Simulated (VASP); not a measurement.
# W6C (Im-3m) in VASP: further runs

Runs on W6C. Level: PBE. Tasks: single point, relaxation of cell and atoms.

Everything below comes from runs of VASP 6.6.1. Logs are shortened: lines on timing, memory, paths and dates and some standing lists are left out, and cuts for length are marked.

### 1 The cell of the first run

The structure is cubic, space group Im-3m (No. 229). Conventional cell: a = 6.198 Å, b = 6.198 Å, c = 6.198 Å, α = 90.00°, β = 90.00°, γ = 90.00°. W (site symmetry 4mm) has 1 C at 1.70 Å within 2.3 Å. C (site symmetry m-3m) has 6 W at 1.70 Å within 2.3 Å.

### 2 Single point, PBE

Input file INCAR:

```
  PREC = Accurate
  ENCUT = 520
  EDIFF = 1E-7
  ISMEAR = 0
  SIGMA = 0.1
  LREAL = False
  LASPH = True
  NELM = 80
  ALGO = Normal
  ISIF = 2
  LWAVE = False
  LCHARG = True
  GGA = PE
  LELF = True
  LVHAR = True
  NBANDS = 53
```

Input file KPOINTS:

```
regular mesh
0
Gamma
  4 4 4
```

Input file POSCAR:

```
W6C
1.0
   -3.0989559300      3.0989559300      3.0989559300
    3.0989559300     -3.0989559300      3.0989559300
    3.0989559300      3.0989559300     -3.0989559300
W C
6 1
Direct
    0.7256271800      0.7256271800      0.0000000000
    0.2743728200      0.2743728200      0.0000000000
    0.0000000000      0.2743728200      0.2743728200
    0.0000000000      0.7256271800      0.7256271800
    0.7256271800      0.0000000000      0.7256271800
    0.2743728200      0.0000000000      0.2743728200
    0.0000000000      0.0000000000      0.0000000000
```

Potentials or basis: VASP PAW PBE potentials, release 64 (W_sv, C).

The run is started by

```sh
$ cat potpaw_PBE.64/W_sv/POTCAR potpaw_PBE.64/C/POTCAR > POTCAR
$ mpirun -np 1 vasp_std > vasp.out
```

OUTCAR:

```text
PREC = Accurate
   ENCUT = 520
   EDIFF = 1E-7
   ISMEAR = 0
   LREAL = False
   LASPH = True
   NELM = 80
   ISIF = 2
   GGA = PE

 ion  position               nearest neighbor table
   1  0.726  0.726  0.000-   7 1.70   5 2.40   4 2.40   3 2.40   6 2.40   2 2.80   2 3.40
   2  0.274  0.274  0.000-   7 1.70   4 2.40   5 2.40   6 2.40   3 2.40   1 2.80   1 3.40
   3  0.000  0.274  0.274-   7 1.70   5 2.40   1 2.40   6 2.40   2 2.40   4 2.80   4 3.40
   4  0.000  0.726  0.726-   7 1.70   5 2.40   1 2.40   2 2.40   6 2.40   3 2.80   3 3.40
   5  0.726  0.000  0.726-   7 1.70   4 2.40   1 2.40   2 2.40   3 2.40   6 2.80   6 3.40
   6  0.274  0.000  0.274-   7 1.70   4 2.40   1 2.40   3 2.40   2 2.40   5 2.80   5 3.40
   7  0.000  0.000  0.000-   1 1.70   4 1.70   5 1.70   2 1.70   3 1.70   6 1.70

  LATTYP: Found a body centered cubic cell.
 ALAT       =     6.1979118600

  Lattice vectors:

 A1 = (  -3.0989559300,   3.0989559300,   3.0989559300)
 A2 = (   3.0989559300,  -3.0989559300,   3.0989559300)
 A3 = (   3.0989559300,   3.0989559300,  -3.0989559300)

Analysis of symmetry for initial positions (statically):
=====================================================================
 Subroutine PRICEL returns:
 Original cell was already a primitive cell.

 Routine SETGRP: Setting up the symmetry group for a
 body centered cubic supercell.

 Subroutine GETGRP returns: Found 48 space group operations
 (whereof 48 operations were pure point group operations)
 out of a pool of 48 trial point group operations.

The static configuration has the point symmetry O_h .

Analysis of symmetry for dynamics (positions and initial velocities):
=====================================================================
 Subroutine PRICEL returns:
 Original cell was already a primitive cell.

 Routine SETGRP: Setting up the symmetry group for a
 body centered cubic supercell.

 Subroutine GETGRP returns: Found 48 space group operations
 (whereof 48 operations were pure point group operations)
 out of a pool of 48 trial point group operations.

The dynamic configuration has the point symmetry O_h .

 Subroutine INISYM returns: Found 48 space group operations
 (whereof 48 operations are pure point group operations),
 and found     1 'primitive' translations

----------------------------------------------------------------------------------------

                                     Primitive cell

  volume of cell :     119.0436

  direct lattice vectors                    reciprocal lattice vectors
    -3.098955930  3.098955930  3.098955930     0.000000000  0.161344663  0.161344663
     3.098955930 -3.098955930  3.098955930     0.161344663  0.000000000  0.161344663
     3.098955930  3.098955930 -3.098955930     0.161344663  0.161344663  0.000000000

  length of vectors
     5.367549121  5.367549121  5.367549121     0.228175811  0.228175811  0.228175811

  position of ions in fractional coordinates (direct lattice)
     0.725627180  0.725627180  0.000000000
     0.274372820  0.274372820  0.000000000
     0.000000000  0.274372820  0.274372820
     0.000000000  0.725627180  0.725627180
     0.725627180  0.000000000  0.725627180
     0.274372820  0.000000000  0.274372820
     0.000000000  0.000000000  0.000000000

  ion indices of the primitive-cell ions
   primitive index   ion index
                 1           1
                 2           2
                 3           3
                 4           4
                 5           5
                 6           6
                 7           7

----------------------------------------------------------------------------------------

 KPOINTS: regular mesh

Automatic generation of k-mesh.
 Grid dimensions read from file:
 generate k-points for:    4    4    4

 Generating k-lattice:

  Cartesian coordinates                     Fractional coordinates (reciprocal lattice)
     0.000000000  0.040336166  0.040336166     0.250000000  0.000000000  0.000000000
     0.040336166  0.000000000  0.040336166     0.000000000  0.250000000  0.000000000
     0.040336166  0.040336166  0.000000000     0.000000000  0.000000000  0.250000000

  Length of vectors
     0.057043953  0.057043953  0.057043953

  Shift w.r.t. Gamma in fractional coordinates (k-lattice)
     0.000000000  0.000000000  0.000000000

 Subroutine IBZKPT returns following result:
 ===========================================

 Found      8 irreducible k-points:

 Following reciprocal coordinates:
            Coordinates               Weight
  0.000000  0.000000  0.000000      1.000000
  0.250000  0.000000  0.000000     12.000000
  0.500000  0.000000  0.000000      6.000000
  0.250000  0.250000  0.000000     24.000000
  0.250000  0.250000  0.250000      2.000000
 -0.250000  0.250000  0.250000      6.000000
  0.500000  0.500000  0.250000     12.000000
  0.500000  0.500000  0.500000      1.000000
   k-points           NKPTS =      8   k-points in BZ     NKDIM =      8   number of bands    NBANDS=     53
   number of dos      NEDOS =    301   number of ions     NIONS =      7
   total plane-waves  NPLWV =  64000
   dimension x,y,z NGX =    40 NGY =   40 NGZ =   40
   dimension x,y,z NGXF=    80 NGYF=   80 NGZF=   80
   ions per type =               6   1
   NGX,Y,Z   is equivalent  to a cutoff of  12.39, 12.39, 12.39 a.u.
   NGXF,Y,Z  is equivalent  to a cutoff of  24.78, 24.78, 24.78 a.u.
 SYSTEM =  unknown system
   PREC   = accura    normal or accurate (medium, high low for compatibility)
   ISTART =      0    job   : 0-new  1-cont  2-samecut
   ICHARG =      2    charge: 1-file 2-atom 10-const
   ISPIN  =      1    spin polarized calculation?
   LNONCOLLINEAR =      F non collinear calculations
   LSORBIT =      F    spin-orbit coupling
   LASPH  =      T    aspherical Exc in radial PAW
   ENCUT  =  520.0 eV  38.22 Ry    6.18 a.u.   9.98  9.98  9.98*2*pi/ulx,y,z
   NELM   =     80;   NELMIN=  2; NELMDL= -5     # of ELM steps
   EDIFF  = 0.1E-06   stopping-criterion for ELM
   LREAL  =      F    real-space projection
   EDIFFG = 0.1E-05   stopping-criterion for IOM
   NSW    =      0    number of steps for IOM
   IBRION =     -1    ionic relax: 0-MD 1-quasi-New 2-CG
   NFREE  =      0    steps in history (QN), initial steepest desc. (CG)
   ISIF   =      2    stress and relaxation
   ISYM   =      2    0-nonsym 1-usesym 2-fastsym
   POTIM  = 0.5000    time-step for ionic-motion
   TEBEG  =    0.0;   TEEND  =   0.0 temperature during run
   PSTRESS=    0.0 pullay stress
   NELECT =      88.0000    total number of electrons
   NUPDOWN=      -1.0000    fix difference up-down
   EMIN   =  10.00;   EMAX   =-10.00  energy-range for DOS
   EFERMI =   0.00;   METHOD = LEGACY
   ISMEAR =     0;   SIGMA  =   0.10  broadening in eV -4-tet -1-fermi 0-gaus
   EFERMI_NEDOS =   21; number of points for ismear=-14 and -15
   IALGO  =     38    algorithm
   IMIX   =      4    mixing-type and parameters
     AMIX     =   0.40;   BMIX     =  1.00
     AMIX_MAG =   1.60;   BMIX_MAG =  1.00
  volume/ion in A,a.u.               =      17.01       114.76
  Fermi-wavevector in a.u.,A,eV,Ry     =   1.480245  2.797258 29.812077  2.191126
  Thomas-Fermi vector in A             =   2.594303
   LORBIT       =      0    0 simple, 1 ext, 2 COOP (PROOUT), +10 PAW based schemes
   GGA     = PE    functional components
   LHFCALC =     F    Hartree Fock is set to
   AEXX    =    0.0000 exact exchange contribution
   IVDW    =     0    specifies the selected vdW correction
   LEPSILON=     F    determine dielectric tensor
   LRPA    =     F    only Hartree local field effects (RPA)
 non-spin polarized calculation
 Gauss-broadening in eV      SIGMA  =   0.10
  energy-cutoff  :      520.00
  volume of cell :      119.04
 maximum number of plane-waves:      3252
   NGX = 19   NGY = 19   NGZ = 19

 number of electron      87.9999991 magnetization

 Free energy of the ion-electron system (eV)
  ---------------------------------------------------
  ext. energy  EPLUGINS =         0.00000000
  ---------------------------------------------------
  free energy    TOTEN  =       -59.33604033 eV

  energy without entropy =      -59.29369258  energy(sigma->0) =      -59.31486645

 E-fermi :   8.6121     XC(G=0): -12.1663

 val. band max:        8.2733489798   @ k =  -0.2500   0.2500   0.2500
 cond. band min:       8.6442876970   @ k =   0.2500   0.2500   0.0000
 fundamental gap:      0.3709387172
 Fermi energy:         8.6120588530

 k-point     1 :       0.0000    0.0000    0.0000
  band No.  band energies     occupation
      1     -65.2338      2.00000
      2     -64.8839      2.00000
      3     -64.8839      2.00000
      4     -64.8839      2.00000
      5     -64.7384      2.00000
      6     -64.7384      2.00000
[... 45 lines left out ...]
     52      11.3381      0.00000
     53      13.6446      0.00000

 k-point     2 :       0.2500    0.0000    0.0000
  band No.  band energies     occupation
      1     -65.2263      2.00000
      2     -64.8953      2.00000
      3     -64.8952      2.00000
      4     -64.8839      2.00000
      5     -64.7348      2.00000
      6     -64.7269      2.00000
[... 45 lines left out ...]
     52      11.4174      0.00000
     53      12.7852      0.00000

 k-point     3 :       0.5000    0.0000    0.0000
  band No.  band energies     occupation
      1     -65.2185      2.00000
      2     -64.9066      2.00000
      3     -64.9050      2.00000
      4     -64.8840      2.00000
      5     -64.7315      2.00000
      6     -64.7168      2.00000
[... 45 lines left out ...]
     52      11.8286      0.00000
     53      12.4950      0.00000
[... 169 lines left out ...]
 k-point     7 :       0.5000    0.5000    0.2500
  band No.  band energies     occupation
      1     -65.2247      2.00000
      2     -64.8961      2.00000
      3     -64.8946      2.00000
      4     -64.8840      2.00000
      5     -64.7356      2.00000
      6     -64.7277      2.00000
[... 45 lines left out ...]
     52      11.8648      0.00000
     53      11.9581      0.00000

 k-point     8 :       0.5000    0.5000    0.5000
  band No.  band energies     occupation
      1     -65.2307      2.00000
      2     -64.8840      2.00000
      3     -64.8840      2.00000
      4     -64.8840      2.00000
      5     -64.7401      2.00000
      6     -64.7401      2.00000
[... 45 lines left out ...]
     52      12.5230      0.00000
     53      12.5369      0.00000

------------------------ aborting loop because EDIFF is reached ----------------------------------------

  FORCE on cell =-STRESS in cart. coord.  units (eV):
  Direction    XX          YY          ZZ          XY          YZ          ZX
  --------------------------------------------------------------------------------------
  -------------------------------------------------------------------------------------
  Total       70.0490788     70.0490788     70.0490788      0.0000000     -0.0000000      0.0000000
  in kB      942.7723104    942.7723104    942.7723104      0.0000000     -0.0000000      0.0000000
  external PRESSURE =     942.7723104 kB  Pullay stress =       0.0000000 kB

 VOLUME and BASIS-vectors are now :
 -----------------------------------------------------------------------------
  energy-cutoff  :      520.00
  volume of cell :      119.04
      direct lattice vectors                 reciprocal lattice vectors
    -3.098955930  3.098955930  3.098955930     0.000000000  0.161344663  0.161344663
     3.098955930 -3.098955930  3.098955930     0.161344663  0.000000000  0.161344663
     3.098955930  3.098955930 -3.098955930     0.161344663  0.161344663  0.000000000

 POSITION                                       TOTAL-FORCE (eV/Angst)
 -----------------------------------------------------------------------------------
      0.00000      0.00000      4.49737        -0.000000     -0.000000    -22.502735
      0.00000      0.00000      1.70054        -0.000000     -0.000000     22.502735
      1.70054      0.00000      0.00000        22.502735     -0.000000      0.000000
      4.49737      0.00000      0.00000       -22.502735     -0.000000      0.000000
      0.00000      4.49737      0.00000        -0.000000    -22.502735      0.000000
      0.00000      1.70054      0.00000        -0.000000     22.502735      0.000000
      0.00000      0.00000      0.00000        -0.000000     -0.000000     -0.000000
 -----------------------------------------------------------------------------------
    total drift:                               -0.000000     -0.000000     -0.000000

  FREE ENERGIE OF THE ION-ELECTRON SYSTEM (eV)
  ---------------------------------------------------
  free  energy   TOTEN  =       -59.3360403302 eV

  energy  without entropy=      -59.2936925752  energy(sigma->0) =      -59.31486645
```

Wall time 70 s (1 thread of Intel Xeon Platinum 8375C at 2.90GHz (Ice Lake), shared host); peak memory 0.25 GiB.

Results:

| Item | Value |
| --- | --- |
| Free energy | -59.3360 eV |
| Pressure | 94.3 GPa |
| Largest force | 22.503 eV/Å |
| Band gap on the k mesh | zero (band 44 reaches 8.64 eV, above the bottom of band 45 at 8.02 eV) |

Forces in eV/Å, atoms in the order of the input:
```
W     0.000   0.000 -22.503
W     0.000   0.000  22.503
W    22.503   0.000   0.000
W   -22.503   0.000   0.000
W     0.000 -22.503   0.000
W     0.000  22.503   0.000
C     0.000   0.000   0.000
```

Caveat: spin-orbit coupling is left out, which moves the levels of the heavy elements; forces of over 1 eV/Å act on the atoms, so gaps and moduli don't describe the material at rest.

### 3 Single point, PBE

This run uses another cell than the first one, of 18.38 Å³/atom, 1.081 times its volume.

INCAR, as its differences from that of step 2:

```diff
@@ -2,3 +2,3 @@
   ENCUT = 520
-  EDIFF = 1E-7
+  EDIFF = 1E-6
   ISMEAR = 0
@@ -7,3 +7,3 @@
   LASPH = True
-  NELM = 80
+  NELM = 100
   ALGO = Normal
```

KPOINTS is that of step 2.

Input file POSCAR:

```
W6C
1.0
   -3.1800597097      3.1800597097      3.1800597097
    3.1800597097     -3.1800597097      3.1800597097
    3.1800597097      3.1800597097     -3.1800597097
W C
6 1
Direct
    0.6883574241      0.6883574241      0.0000000000
    0.3116425759      0.3116425759      0.0000000000
    0.0000000000      0.3116425759      0.3116425759
    0.0000000000      0.6883574241      0.6883574241
    0.6883574241      0.0000000000      0.6883574241
    0.3116425759      0.0000000000      0.3116425759
    0.0000000000      0.0000000000      0.0000000000
```

Potentials or basis: VASP PAW PBE potentials, release 64 (W_sv, C).

The run is started by

```sh
$ cat potpaw_PBE.64/W_sv/POTCAR potpaw_PBE.64/C/POTCAR > POTCAR
$ mpirun -np 1 vasp_std > vasp.out
```

Wall time 83 s (1 thread of Intel Xeon Platinum 8375C at 2.90GHz (Ice Lake), shared host); peak memory 0.26 GiB.

Results (log left out):

| Property | Result |
| --- | --- |
| Free energy | -74.0746 eV |
| Pressure | 1.0 GPa |
| Largest force | 0.086 eV/Å |
| Band gap on the k mesh | zero (band 44 reaches 8.14 eV, above the bottom of band 45 at 7.12 eV) |

Forces on the atoms (eV/Å):
```
W    0.000  0.000  0.086
W    0.000  0.000 -0.086
W   -0.086  0.000  0.000
W    0.086  0.000  0.000
W    0.000  0.086  0.000
W    0.000 -0.086  0.000
C    0.000  0.000  0.000
```

Levels at points of the mesh, in eV from the Fermi level:
| k point | band 41 | band 42 | band 43 | band 44 | band 45 | band 46 | band 47 | band 48 |
| --- | --- | --- | --- | --- | --- | --- | --- | --- |
| (0.00, 0.00, 0.00) | -0.98 | -0.98 | -0.35 | -0.35 | -0.35 | -0.07 | 0.17 | 0.17 |
| (0.50, 0.00, 0.00) | -0.78 | -0.78 | -0.74 | 0.22 | 0.69 | 0.71 | 1.19 | 1.36 |
| (0.50, 0.50, 0.50) | -1.39 | -1.39 | -0.80 | -0.80 | -0.80 | -0.49 | 0.40 | 0.40 |

Caveat: spin-orbit coupling is left out, which moves the levels of the heavy elements.

[end of part 1 of 2]
